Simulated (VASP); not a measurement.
# Mg3Sb2 (P-3m1) in VASP: single point with r2SCAN

Aim: the single point of Mg3Sb2 with r2SCAN.

All numbers are computed with VASP 6.6.1; they aren't measurements. Logs are shortened: lines on timing, memory, paths and dates and some standing lists are left out, and cuts for length are marked.

### 1 The cell of the first run

The structure is trigonal, space group P-3m1 (No. 164). Conventional cell: a = 4.567 Å, b = 4.567 Å, c = 7.243 Å, α = 90.00°, β = 90.00°, γ = 120.00°. Mg (site symmetry -3m) has 6 Sb at 3.11 Å and 6 Mg at 3.74 Å within 4.1 Å. Within 3.8 Å of Mg (site symmetry 3m) lie 4 Sb at 2.82 to 2.93 Å and 6 Mg at 3.27 to 3.74 Å. Within 3.7 Å of Sb (site symmetry 3m) lie 7 Mg at 2.82 to 3.11 Å.

### 2 Single point, r2SCAN

Input file POSCAR:

```
Mg3Sb2
1.0
    2.2837497268      3.9555705586      0.0000000000
   -2.2837497268      3.9555705586      0.0000000000
    0.0000000000      0.0000000000      7.2433421658
Mg Sb
3 2
Direct
    0.0000000000      0.0000000000      0.0000000000
    0.3333333333      0.3333333333      0.6338513763
    0.6666666667      0.6666666667      0.3661486237
    0.3333333333      0.3333333333      0.2287518496
    0.6666666667      0.6666666667      0.7712481504
```

Input file INCAR.step1:

```
ALGO = Normal
EDIFF = 1E-5
ENCUT = 660
GGA = PE
GGA_COMPAT = F
ISMEAR = -1
LASPH = T
LCHARG = F
LREAL = F
LWAVE = T
NBANDS = 16
NELM = 120
PREC = Accurate
SIGMA = 0.1
```

Input file INCAR.step2:

```
ALGO = Normal
EDIFF = 1E-6
ENCUT = 660
GGA_COMPAT = F
ISIF = 2
ISMEAR = -1
ISTART = 1
LASPH = T
LCHARG = F
LMIXTAU = T
LREAL = F
LWAVE = F
METAGGA = R2SCAN
NBANDS = 16
NELM = 120
PREC = Accurate
SIGMA = 0.1
```

Input file KPOINTS:

```
k-points
0
Gamma
  7 7 4
```

Potentials or basis: VASP PAW PBE potentials, release 64 (Mg, Sb).

Started as:

```console
> cat potpaw_PBE.64/Mg/POTCAR potpaw_PBE.64/Sb/POTCAR > POTCAR
> cp INCAR.step1 INCAR
> mpirun -np 1 vasp_std > vasp.out
> cp INCAR.step2 INCAR
> mpirun -np 1 vasp_std > vasp.out
```

OUTCAR:

```text
EDIFF = 1E-6
   ENCUT = 660
   ISIF = 2
   ISMEAR = -1
   ISTART = 1
   LASPH = T
   LREAL = F
   METAGGA = R2SCAN
   NELM = 120
   PREC = Accurate

 ion  position               nearest neighbor table
   1  0.000  0.000  0.000-   4 3.11   5 3.11   5 3.11   5 3.11   4 3.11   4 3.11
   2  0.333  0.333  0.634-   5 2.82   5 2.82   5 2.82   4 2.93   3 3.27   3 3.27   3 3.27
   3  0.667  0.667  0.366-   4 2.82   4 2.82   4 2.82   5 2.93   2 3.27   2 3.27   2 3.27
   4  0.333  0.333  0.229-   3 2.82   3 2.82   3 2.82   2 2.93   1 3.11   1 3.11   1 3.11
   5  0.667  0.667  0.771-   2 2.82   2 2.82   2 2.82   3 2.93   1 3.11   1 3.11   1 3.11

  LATTYP: Found a hexagonal cell.
 ALAT       =     4.5674994536
 C/A-ratio  =     1.5858441231

  Lattice vectors:

 A1 = (   2.2837497268,  -3.9555705586,   0.0000000000)
 A2 = (   2.2837497268,   3.9555705586,   0.0000000000)
 A3 = (   0.0000000000,   0.0000000000,   7.2433421658)

Analysis of symmetry for initial positions (statically):
=====================================================================
 Subroutine PRICEL returns:
 Original cell was already a primitive cell.

 Routine SETGRP: Setting up the symmetry group for a
 hexagonal supercell.

 Subroutine GETGRP returns: Found 12 space group operations
 (whereof 12 operations were pure point group operations)
 out of a pool of 24 trial point group operations.

The static configuration has the point symmetry D_3d.

Analysis of symmetry for dynamics (positions and initial velocities):
=====================================================================
 Subroutine PRICEL returns:
 Original cell was already a primitive cell.

 Routine SETGRP: Setting up the symmetry group for a
 hexagonal supercell.

 Subroutine GETGRP returns: Found 12 space group operations
 (whereof 12 operations were pure point group operations)
 out of a pool of 24 trial point group operations.

The dynamic configuration has the point symmetry D_3d.

 Subroutine INISYM returns: Found 12 space group operations
 (whereof 12 operations are pure point group operations),
 and found     1 'primitive' translations

----------------------------------------------------------------------------------------

                                     Primitive cell

  volume of cell :     130.8659

  direct lattice vectors                    reciprocal lattice vectors
     2.283749727  3.955570559  0.000000000     0.218938176  0.126404015  0.000000000
    -2.283749727  3.955570559  0.000000000    -0.218938176  0.126404015  0.000000000
     0.000000000  0.000000000  7.243342166     0.000000000  0.000000000  0.138057816

  length of vectors
     4.567499454  4.567499454  7.243342166     0.252808030  0.252808030  0.138057816

  position of ions in fractional coordinates (direct lattice)
     0.000000000  0.000000000  0.000000000
     0.333333333  0.333333333  0.633851376
     0.666666667  0.666666667  0.366148624
     0.333333333  0.333333333  0.228751850
     0.666666667  0.666666667  0.771248150

  ion indices of the primitive-cell ions
   primitive index   ion index
                 1           1
                 2           2
                 3           3
                 4           4
                 5           5

----------------------------------------------------------------------------------------

 KPOINTS: k-points

Automatic generation of k-mesh.
 Grid dimensions read from file:
 generate k-points for:    7    7    4

 Generating k-lattice:

  Cartesian coordinates                     Fractional coordinates (reciprocal lattice)
     0.031276882  0.018057716  0.000000000     0.142857143  0.000000000  0.000000000
    -0.031276882  0.018057716  0.000000000     0.000000000  0.142857143  0.000000000
     0.000000000  0.000000000  0.034514454     0.000000000  0.000000000  0.250000000

  Length of vectors
     0.036115433  0.036115433  0.034514454

  Shift w.r.t. Gamma in fractional coordinates (k-lattice)
     0.000000000  0.000000000  0.000000000

 Subroutine IBZKPT returns following result:
 ===========================================

 Found     28 irreducible k-points:

 Following reciprocal coordinates:
            Coordinates               Weight
  0.000000  0.000000  0.000000      1.000000
  0.142857  0.000000  0.000000      6.000000
  0.285714  0.000000  0.000000      6.000000
  0.428571 -0.000000  0.000000      6.000000
  0.285714  0.142857  0.000000      6.000000
  0.428571  0.142857  0.000000     12.000000
[... 16 lines left out ...]
  0.285714  0.000000  0.500000      6.000000
  0.428571 -0.000000  0.500000      6.000000
 [... further k-points ...]
   k-points           NKPTS =     28   k-points in BZ     NKDIM =     28   number of bands    NBANDS=     16
   number of dos      NEDOS =    301   number of ions     NIONS =      5
   total plane-waves  NPLWV = 102400
   dimension x,y,z NGX =    40 NGY =   40 NGZ =   64
   dimension x,y,z NGXF=    80 NGYF=   80 NGZF=  128
   ions per type =               3   2
   NGX,Y,Z   is equivalent  to a cutoff of  14.56, 14.56, 14.69 a.u.
   NGXF,Y,Z  is equivalent  to a cutoff of  29.12, 29.12, 29.38 a.u.
 SYSTEM =  unknown system
   PREC   = accura    normal or accurate (medium, high low for compatibility)
   ISTART =      1    job   : 0-new  1-cont  2-samecut
   ICHARG =      0    charge: 1-file 2-atom 10-const
   ISPIN  =      1    spin polarized calculation?
   LNONCOLLINEAR =      F non collinear calculations
   LSORBIT =      F    spin-orbit coupling
   LASPH  =      T    aspherical Exc in radial PAW
   ENCUT  =  660.0 eV  48.51 Ry    6.96 a.u.   9.57  9.57 15.17*2*pi/ulx,y,z
   NELM   =    120;   NELMIN=  2; NELMDL=  0     # of ELM steps
   EDIFF  = 0.1E-05   stopping-criterion for ELM
   LREAL  =      F    real-space projection
   EDIFFG = 0.1E-04   stopping-criterion for IOM
   NSW    =      0    number of steps for IOM
   IBRION =     -1    ionic relax: 0-MD 1-quasi-New 2-CG
   NFREE  =      0    steps in history (QN), initial steepest desc. (CG)
   ISIF   =      2    stress and relaxation
   ISYM   =      2    0-nonsym 1-usesym 2-fastsym
   POTIM  = 0.5000    time-step for ionic-motion
   TEBEG  =    0.0;   TEEND  =   0.0 temperature during run
   PSTRESS=    0.0 pullay stress
   NELECT =      16.0000    total number of electrons
   NUPDOWN=      -1.0000    fix difference up-down
   EMIN   =  10.00;   EMAX   =-10.00  energy-range for DOS
   EFERMI =   0.00;   METHOD = LEGACY
   ISMEAR =    -1;   SIGMA  =   0.10  broadening in eV -4-tet -1-fermi 0-gaus
   EFERMI_NEDOS =   21; number of points for ismear=-14 and -15
   IALGO  =     38    algorithm
   IMIX   =      4    mixing-type and parameters
     AMIX     =   0.40;   BMIX     =  1.00
     AMIX_MAG =   1.60;   BMIX_MAG =  1.00
  volume/ion in A,a.u.               =      26.17       176.63
  Fermi-wavevector in a.u.,A,eV,Ry     =   0.812530  1.535459  8.982629  0.660205
  Thomas-Fermi vector in A             =   1.922089
   LORBIT       =      0    0 simple, 1 ext, 2 COOP (PROOUT), +10 PAW based schemes
   METAGGA = R2SCAN    functional components
   LHFCALC =     F    Hartree Fock is set to
   AEXX    =    0.0000 exact exchange contribution
   IVDW    =     0    specifies the selected vdW correction
   LEPSILON=     F    determine dielectric tensor
   LRPA    =     F    only Hartree local field effects (RPA)
 non-spin polarized calculation
  energy-cutoff  :      660.00
  volume of cell :      130.87
 maximum number of plane-waves:      5095
 NGX is ok and might be reduce to    40
   NGX = 19   NGY = 19   NGZ = 31

 number of electron      16.0000000 magnetization

 Free energy of the ion-electron system (eV)
  ---------------------------------------------------
  ext. energy  EPLUGINS =         0.00000000
  ---------------------------------------------------
  free energy    TOTEN  =       -66.26013631 eV

  energy without entropy =      -66.25827273  energy(sigma->0) =      -66.25920452

 E-fermi :   4.5990     XC(G=0):  -9.1802

 val. band max:        4.3586361600   @ k =   0.0000   0.0000   0.0000
 cond. band min:       5.0130868143   @ k =   0.4286   0.4286   0.2500
 fundamental gap:      0.6544506542
 Fermi energy:         4.5990112060

 k-point     1 :       0.0000    0.0000    0.0000
  band No.  band energies     occupation
      1      -6.3357      2.00000
      2      -5.0282      2.00000
      3      -0.6822      2.00000
      4       3.2043      2.00000
      5       3.2043      2.00000
      6       3.9413      1.99722
[... 8 lines left out ...]
     15       8.8145      0.00000
     16       9.7859      0.00000

 k-point     2 :       0.1429    0.0000    0.0000
  band No.  band energies     occupation
      1      -6.1879      2.00000
      2      -4.9411      2.00000
      3      -0.4995      2.00000
      4       2.1068      2.00000
      5       2.8442      2.00000
      6       2.9494      2.00000
[... 8 lines left out ...]
     15       8.8224      0.00000
     16       9.2258      0.00000

 k-point     3 :       0.2857    0.0000    0.0000
  band No.  band energies     occupation
      1      -5.7819      2.00000
      2      -4.7554      2.00000
      3       0.0159      2.00000
      4       0.6246      2.00000
      5       1.5633      2.00000
      6       2.3181      2.00000
[... 8 lines left out ...]
     15       9.8225      0.00000
     16       9.8265      0.00000
[... 362 lines left out ...]
 k-point    23 :       0.2857    0.0000    0.5000
  band No.  band energies     occupation
      1      -5.3930      2.00000
      2      -5.2822      2.00000
      3       0.3549      2.00000
      4       0.5835      2.00000
      5       2.3052      2.00000
      6       2.5993      2.00000
[... 8 lines left out ...]
     15      10.2868      0.00000
     16      10.3602      0.00000

 k-point    24 :       0.4286   -0.0000    0.5000
  band No.  band energies     occupation
      1      -5.0190      2.00000
      2      -4.9720      2.00000
      3      -0.5255      2.00000
      4      -0.2314      2.00000
      5       2.4889      2.00000
      6       2.5839      2.00000
[... 8 lines left out ...]
     15      10.8741      0.00000
     16      10.9677      0.00000

 [... further k-points ...]

------------------------ aborting loop because EDIFF is reached ----------------------------------------

  FORCE on cell =-STRESS in cart. coord.  units (eV):
  Direction    XX          YY          ZZ          XY          YZ          ZX
  --------------------------------------------------------------------------------------
  -------------------------------------------------------------------------------------
  Total        0.0158301      0.0158301      0.0003798      0.0000000     -0.0000000      0.0000000
  in kB        0.1938064      0.1938064      0.0046500      0.0000000     -0.0000000      0.0000000
  external PRESSURE =       0.1307543 kB  Pullay stress =       0.0000000 kB

 VOLUME and BASIS-vectors are now :
 -----------------------------------------------------------------------------
  energy-cutoff  :      660.00
  volume of cell :      130.87
      direct lattice vectors                 reciprocal lattice vectors
     2.283749727  3.955570559  0.000000000     0.218938176  0.126404015  0.000000000
    -2.283749727  3.955570559  0.000000000    -0.218938176  0.126404015  0.000000000
     0.000000000  0.000000000  7.243342166     0.000000000  0.000000000  0.138057816

 POSITION                                       TOTAL-FORCE (eV/Angst)
 -----------------------------------------------------------------------------------
      0.00000      0.00000      0.00000        -0.000000      0.000000     -0.000000
      0.00000      2.63705      4.59120        -0.000000     -0.000000     -0.011416
      0.00000      5.27409      2.65214         0.000000      0.000000      0.011416
      0.00000      2.63705      1.65693        -0.000000     -0.000000     -0.016812
      0.00000      5.27409      5.58641        -0.000000      0.000000      0.016812
 -----------------------------------------------------------------------------------
    total drift:                               -0.000000      0.000000     -0.000000

  FREE ENERGIE OF THE ION-ELECTRON SYSTEM (eV)
  ---------------------------------------------------
  free  energy   TOTEN  =       -66.2601363070 eV

  energy  without entropy=      -66.2582727317  energy(sigma->0) =      -66.25920452
```

Run time: 4.9 min. Hardware: 1 thread of AMD EPYC 7R43 (Zen 3), shared host; peak memory 0.35 GiB.

What came out:

```yaml
Free_energy: -66.2601 eV
Pressure: 0.0 GPa
Largest_force: 0.017 eV/Å
Band_gap_on_the_k_mesh: 0.65 eV (least direct gap 1.77 eV)
```

Forces on the atoms (eV/Å):
```
Mg   0.000  0.000  0.000
Mg   0.000  0.000 -0.011
Mg   0.000  0.000  0.011
Sb   0.000  0.000 -0.017
Sb   0.000  0.000  0.017
```

Caveat: the PAW data sets were made with another functional, which shifts forces and pressure a little; spin-orbit coupling is left out, which moves the levels of the heavy elements; an odd mesh through Γ misses points on the zone boundary, where band edges can lie.
